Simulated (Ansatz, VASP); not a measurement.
# CsNi2 in VASP and in Ansatz

```
Cs Ni
1.0
     3.34483    0.00000    0.00000
     0.00000   12.18223    0.00000
     0.00000    0.00000    3.34449
Cs Ni
2 4
Direct
  0.00000 0.00000 0.00000
  0.50000 0.50000 0.50000
  0.99990 0.26783 0.00000
  0.00010 0.73217 0.00000
  0.49990 0.23217 0.50000
  0.50010 0.76783 0.50000
```

Alike in both runs: functional PBE; k mesh 4 × 4 × 4; occupations gaussian, width 0.1 eV; no spin polarisation.

Ansatz relaxed the structure, and its values are those at the end. VASP's run is a single point on that final structure, the one shown.

|  | VASP | Ansatz |
| --- | --- | --- |
| version | VASP 6.6.1 | Ansatz 0.2.0 |
| potentials or method | VASP PAW PBE potentials, release 64 (Cs_sv, Ni), cutoff 520 eV | scalar-relativistic, plane waves, PAW |
| valence electrons in the cell | 58 | 90 |

Ansatz gave:

* gap on the k mesh at the Fermi level (eV): none
* pressure (GPa): 0.0
* rms of the force components (eV/Å): 0.013

Problem. Which values does VASP return?

Solution. gap on the k mesh at the Fermi level (eV): none; pressure (GPa): 0.2; rms of the force components (eV/Å): 0.020.

A gap of «none» marks a metal or a gap that the smearing closes. VASP's potentials hold 58 valence electrons a cell and Ansatz's 90, so a difference there can come from the potentials and not from the codes.

The k mesh is coarse, so the values compare programs but aren't converged. Spin-orbit coupling is off throughout.
